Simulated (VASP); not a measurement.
# Ba (Im-3m) in VASP: further runs

Runs on Ba. Level: PBEsol. Tasks: single point, relaxation of cell and atoms.

Program: VASP 6.6.1. These are calculated values, not measurements. Logs are shortened: lines on timing, memory, paths and dates and some standing lists are left out, and cuts for length are marked.

**1. The cell of the first run**

Symmetry: Im-3m, No. 229, cubic system. Conventional cell: a = 4.604 Å, b = 4.604 Å, c = 4.604 Å, α = 90.00°, β = 90.00°, γ = 90.00°. Ba (site symmetry m-3m) has 14 Ba at 3.99 to 4.60 Å within 5.2 Å.

**2. Single point, PBEsol**

Input file INCAR:

```
PREC = Accurate
ENCUT = 520
EDIFF = 1E-6
ISMEAR = -1
SIGMA = 0.05
LREAL = False
LASPH = True
NELM = 100
ALGO = Normal
ISIF = 2
LWAVE = False
LCHARG = False
GGA = PS
NBANDS = 11
```

Input file KPOINTS:

```
Automatic mesh
0
Gamma
  8 8 8
```

Input file POSCAR:

```
Ba
1.0
   -2.3018472721      2.3018472721      2.3018472721
    2.3018472721     -2.3018472721      2.3018472721
    2.3018472721      2.3018472721     -2.3018472721
Ba
1
Direct
    0.0000000000      0.0000000000      0.0000000000
```

Potentials or basis: VASP PAW PBE potentials, release 64 (Ba_sv).

The run is started by

```
$ cat potpaw_PBE.64/Ba_sv/POTCAR > POTCAR
$ mpirun -np 1 vasp_std > vasp.out
```

OUTCAR:

```text
PREC = Accurate
   ENCUT = 520
   EDIFF = 1E-6
   ISMEAR = -1
   LREAL = False
   LASPH = True
   NELM = 100
   ISIF = 2
   GGA = PS

 ion  position               nearest neighbor table
   1  0.000  0.000  0.000-

  LATTYP: Found a body centered cubic cell.
 ALAT       =     4.6036945442

  Lattice vectors:

 A1 = (  -2.3018472721,   2.3018472721,   2.3018472721)
 A2 = (   2.3018472721,  -2.3018472721,   2.3018472721)
 A3 = (   2.3018472721,   2.3018472721,  -2.3018472721)

Analysis of symmetry for initial positions (statically):
=====================================================================
 Subroutine PRICEL returns:
 Original cell was already a primitive cell.

 Routine SETGRP: Setting up the symmetry group for a
 body centered cubic supercell.

 Subroutine GETGRP returns: Found 48 space group operations
 (whereof 48 operations were pure point group operations)
 out of a pool of 48 trial point group operations.

The static configuration has the point symmetry O_h .

Analysis of symmetry for dynamics (positions and initial velocities):
=====================================================================
 Subroutine PRICEL returns:
 Original cell was already a primitive cell.

 Routine SETGRP: Setting up the symmetry group for a
 body centered cubic supercell.

 Subroutine GETGRP returns: Found 48 space group operations
 (whereof 48 operations were pure point group operations)
 out of a pool of 48 trial point group operations.

The dynamic configuration has the point symmetry O_h .

 Subroutine INISYM returns: Found 48 space group operations
 (whereof 48 operations are pure point group operations),
 and found     1 'primitive' translations

----------------------------------------------------------------------------------------

                                     Primitive cell

  volume of cell :      48.7854

  direct lattice vectors                    reciprocal lattice vectors
    -2.301847272  2.301847272  2.301847272     0.000000000  0.217216844  0.217216844
     2.301847272 -2.301847272  2.301847272     0.217216844  0.000000000  0.217216844
     2.301847272  2.301847272 -2.301847272     0.217216844  0.217216844  0.000000000

  length of vectors
     3.986916427  3.986916427  3.986916427     0.307191007  0.307191007  0.307191007

  position of ions in fractional coordinates (direct lattice)
     0.000000000  0.000000000  0.000000000

  ion indices of the primitive-cell ions
   primitive index   ion index
                 1           1

----------------------------------------------------------------------------------------

 KPOINTS: Automatic mesh

Automatic generation of k-mesh.
 Grid dimensions read from file:
 generate k-points for:    8    8    8

 Generating k-lattice:

  Cartesian coordinates                     Fractional coordinates (reciprocal lattice)
     0.000000000  0.027152106  0.027152106     0.125000000  0.000000000  0.000000000
     0.027152106  0.000000000  0.027152106     0.000000000  0.125000000  0.000000000
     0.027152106  0.027152106  0.000000000     0.000000000  0.000000000  0.125000000

  Length of vectors
     0.038398876  0.038398876  0.038398876

  Shift w.r.t. Gamma in fractional coordinates (k-lattice)
     0.000000000  0.000000000  0.000000000

 Subroutine IBZKPT returns following result:
 ===========================================

 Found     29 irreducible k-points:

 Following reciprocal coordinates:
            Coordinates               Weight
  0.000000  0.000000  0.000000      1.000000
  0.125000  0.000000  0.000000     12.000000
  0.250000  0.000000  0.000000     12.000000
  0.375000  0.000000  0.000000     12.000000
  0.500000  0.000000  0.000000      6.000000
  0.125000  0.125000  0.000000     24.000000
[... 16 lines left out ...]
 -0.250000  0.250000  0.250000      6.000000
 -0.375000  0.375000  0.250000     24.000000
 [... further k-points ...]
   k-points           NKPTS =     29   k-points in BZ     NKDIM =     29   number of bands    NBANDS=     11
   number of dos      NEDOS =    301   number of ions     NIONS =      1
   total plane-waves  NPLWV =  27000
   dimension x,y,z NGX =    30 NGY =   30 NGZ =   30
   dimension x,y,z NGXF=    60 NGYF=   60 NGZF=   60
   ions per type =               1
   NGX,Y,Z   is equivalent  to a cutoff of  12.51, 12.51, 12.51 a.u.
   NGXF,Y,Z  is equivalent  to a cutoff of  25.02, 25.02, 25.02 a.u.
 SYSTEM =  unknown system
   PREC   = accura    normal or accurate (medium, high low for compatibility)
   ISTART =      0    job   : 0-new  1-cont  2-samecut
   ICHARG =      2    charge: 1-file 2-atom 10-const
   ISPIN  =      1    spin polarized calculation?
   LNONCOLLINEAR =      F non collinear calculations
   LSORBIT =      F    spin-orbit coupling
   LASPH  =      T    aspherical Exc in radial PAW
   ENCUT  =  520.0 eV  38.22 Ry    6.18 a.u.   7.41  7.41  7.41*2*pi/ulx,y,z
   NELM   =    100;   NELMIN=  2; NELMDL= -5     # of ELM steps
   EDIFF  = 0.1E-05   stopping-criterion for ELM
   LREAL  =      F    real-space projection
   EDIFFG = 0.1E-04   stopping-criterion for IOM
   NSW    =      0    number of steps for IOM
   IBRION =     -1    ionic relax: 0-MD 1-quasi-New 2-CG
   NFREE  =      0    steps in history (QN), initial steepest desc. (CG)
   ISIF   =      2    stress and relaxation
   ISYM   =      2    0-nonsym 1-usesym 2-fastsym
   POTIM  = 0.5000    time-step for ionic-motion
   TEBEG  =    0.0;   TEEND  =   0.0 temperature during run
   PSTRESS=    0.0 pullay stress
   NELECT =      10.0000    total number of electrons
   NUPDOWN=      -1.0000    fix difference up-down
   EMIN   =  10.00;   EMAX   =-10.00  energy-range for DOS
   EFERMI =   0.00;   METHOD = LEGACY
   ISMEAR =    -1;   SIGMA  =   0.05  broadening in eV -4-tet -1-fermi 0-gaus
   EFERMI_NEDOS =   21; number of points for ismear=-14 and -15
   IALGO  =     38    algorithm
   IMIX   =      4    mixing-type and parameters
     AMIX     =   0.40;   BMIX     =  1.00
     AMIX_MAG =   1.60;   BMIX_MAG =  1.00
  volume/ion in A,a.u.               =      48.79       329.22
  Fermi-wavevector in a.u.,A,eV,Ry     =   0.965262  1.824080 12.676954  0.931730
  Thomas-Fermi vector in A             =   2.094963
   LORBIT       =      0    0 simple, 1 ext, 2 COOP (PROOUT), +10 PAW based schemes
   GGA     = PS    functional components
   LHFCALC =     F    Hartree Fock is set to
   AEXX    =    0.0000 exact exchange contribution
   IVDW    =     0    specifies the selected vdW correction
   LEPSILON=     F    determine dielectric tensor
   LRPA    =     F    only Hartree local field effects (RPA)
 non-spin polarized calculation
  energy-cutoff  :      520.00
  volume of cell :       48.79
 maximum number of plane-waves:      1337
 NGX is ok and might be reduce to    30
   NGX = 15   NGY = 15   NGZ = 15

 number of electron      10.0000000 magnetization

 Free energy of the ion-electron system (eV)
  ---------------------------------------------------
  ext. energy  EPLUGINS =         0.00000000
  ---------------------------------------------------
  free energy    TOTEN  =        -2.09819907 eV

  energy without entropy =       -2.09111377  energy(sigma->0) =       -2.09465642

 E-fermi :   2.3920     XC(G=0):  -8.3895

 val. band max:        2.3001229010   @ k =  -0.3750   0.5000   0.2500
 cond. band min:       2.5885588928   @ k =  -0.3750   0.3750   0.2500
 fundamental gap:      0.2884359918
 Fermi energy:         2.3920225216

 k-point     1 :       0.0000    0.0000    0.0000
  band No.  band energies     occupation
      1     -26.0311      2.00000
      2     -10.7252      2.00000
      3     -10.7252      2.00000
      4     -10.7252      2.00000
      5      -0.3525      2.00000
      6       4.5486      0.00000
      7       4.5486      0.00000
      8       4.5486      0.00000
      9       6.3744      0.00000
     10       6.3744      0.00000
     11      10.1578      0.00000

 k-point     2 :       0.1250    0.0000    0.0000
  band No.  band energies     occupation
      1     -26.0126      2.00000
      2     -10.8920      2.00000
      3     -10.7733      2.00000
      4     -10.7272      2.00000
      5       0.0405      2.00000
      6       4.2428      0.00000
      7       4.3563      0.00000
      8       4.9548      0.00000
      9       5.9671      0.00000
     10       6.3386      0.00000
     11      10.6059      0.00000

 k-point     3 :       0.2500    0.0000    0.0000
  band No.  band energies     occupation
      1     -25.9674      2.00000
      2     -11.2653      2.00000
      3     -10.8862      2.00000
      4     -10.7322      2.00000
      5       0.9120      2.00000
      6       3.6660      0.00000
      7       3.8211      0.00000
      8       6.0766      0.00000
      9       6.1195      0.00000
     10       6.4169      0.00000
     11      10.9428      0.00000

 k-point     4 :       0.3750    0.0000    0.0000
  band No.  band energies     occupation
      1     -25.9215      2.00000
      2     -11.6058      2.00000
      3     -10.9947      2.00000
      4     -10.7374      2.00000
      5       1.3692      2.00000
      6       3.2182      0.00000
      7       4.1017      0.00000
      8       6.4717      0.00000
      9       6.7971      0.00000
     10       7.8592      0.00000
     11       9.7235      0.00000

 k-point     5 :       0.5000    0.0000    0.0000
  band No.  band energies     occupation
      1     -25.9023      2.00000
      2     -11.7390      2.00000
      3     -11.0384      2.00000
      4     -10.7397      2.00000
      5       1.3594      2.00000
      6       3.0567      0.00000
      7       4.7201      0.00000
      8       6.4634      0.00000
      9       7.1848      0.00000
     10       8.9111      0.00000
     11       9.2266      0.00000
[... 211 lines left out ...]
 k-point    21 :      -0.3750   -0.3750    0.1250
  band No.  band energies     occupation
      1     -25.8684      2.00000
      2     -11.4562      2.00000
      3     -11.4562      2.00000
      4     -10.9168      2.00000
      5       2.8335      0.00029
      6       2.8335      0.00029
      7       3.0331      0.00001
      8       6.6826      0.00000
      9       6.6826      0.00000
     10       9.1758      0.00000
     11      11.1104      0.00000

 k-point    22 :       0.2500    0.2500    0.2500
  band No.  band energies     occupation
      1     -25.8923      2.00000
      2     -11.2521      2.00000
      3     -11.2521      2.00000
      4     -11.2521      2.00000
      5       3.2800      0.00000
      6       3.2800      0.00000
      7       3.2800      0.00000
      8       7.3394      0.00000
      9       7.3394      0.00000
     10       7.7783      0.00000
     11      10.9567      0.00000

 k-point    23 :      -0.2500    0.2500    0.2500
  band No.  band energies     occupation
      1     -25.9129      2.00000
      2     -11.2903      2.00000
      3     -11.0627      2.00000
      4     -11.0627      2.00000
      5       1.9383      1.99977
      6       3.0902      0.00000
      7       4.7176      0.00000
      8       4.7176      0.00000
      9       5.9899      0.00000
     10       7.0867      0.00000
     11      10.8311      0.00000

 k-point    24 :      -0.3750    0.3750    0.2500
  band No.  band energies     occupation
      1     -25.8737      2.00000
      2     -11.4808      2.00000
      3     -11.1810      2.00000
      4     -11.0981      2.00000
      5       2.2467      1.89639
      6       2.5886      0.03850
      7       4.7184      0.00000
      8       5.0478      0.00000
      9       7.1295      0.00000
     10       7.3971      0.00000
     11      11.5593      0.00000

 [... further k-points ...]

------------------------ aborting loop because EDIFF is reached ----------------------------------------

  FORCE on cell =-STRESS in cart. coord.  units (eV):
  Direction    XX          YY          ZZ          XY          YZ          ZX
  --------------------------------------------------------------------------------------
  -------------------------------------------------------------------------------------
  Total        0.6799757      0.6799757      0.6799757      0.0000000     -0.0000000      0.0000000
  in kB       22.3313228     22.3313228     22.3313228      0.0000000     -0.0000000      0.0000000
  external PRESSURE =      22.3313228 kB  Pullay stress =       0.0000000 kB

 VOLUME and BASIS-vectors are now :
 -----------------------------------------------------------------------------
  energy-cutoff  :      520.00
  volume of cell :       48.79
      direct lattice vectors                 reciprocal lattice vectors
    -2.301847272  2.301847272  2.301847272     0.000000000  0.217216844  0.217216844
     2.301847272 -2.301847272  2.301847272     0.217216844  0.000000000  0.217216844
     2.301847272  2.301847272 -2.301847272     0.217216844  0.217216844  0.000000000

 POSITION                                       TOTAL-FORCE (eV/Angst)
 -----------------------------------------------------------------------------------
      0.00000      0.00000      0.00000         0.000000      0.000000      0.000000
 -----------------------------------------------------------------------------------
    total drift:                               -0.000000     -0.000000      0.000000

  FREE ENERGIE OF THE ION-ELECTRON SYSTEM (eV)
  ---------------------------------------------------
  free  energy   TOTEN  =        -2.0981990740 eV

  energy  without entropy=       -2.0911137730  energy(sigma->0) =       -2.09465642
```

It took 15 s on 1 thread of Intel Xeon 8259CL, shared host; peak memory 0.17 GiB.

Results:

```yaml
Free_energy: -2.0982 eV
Pressure: 2.2 GPa
Band_gap_on_the_k_mesh: zero (bands 5 and 6 overlap by 1.79 eV)
```

Levels at points of the mesh, in eV from the Fermi level:
```tsv
k point	band 1	band 2	band 3	band 4	band 5	band 6	band 7	band 8	band 9	band 10
(0.00, 0.00, 0.00)	-28.42	-13.12	-13.12	-13.12	-2.74	2.16	2.16	2.16	3.98	3.98
(0.50, 0.00, 0.00)	-28.29	-14.13	-13.43	-13.13	-1.03	0.66	2.33	4.07	4.79	6.52
(0.50, 0.50, 0.50)	-28.20	-13.80	-13.80	-13.80	-0.90	-0.90	5.85	5.85	5.85	6.10
```

Caveat: the PAW data sets were made with another functional, which shifts forces and pressure a little; spin-orbit coupling is left out, which moves the levels of the heavy elements.

[end of part 1 of 2]

The gap in the log of VASP goes by the Fermi energy; the results here count the filled bands.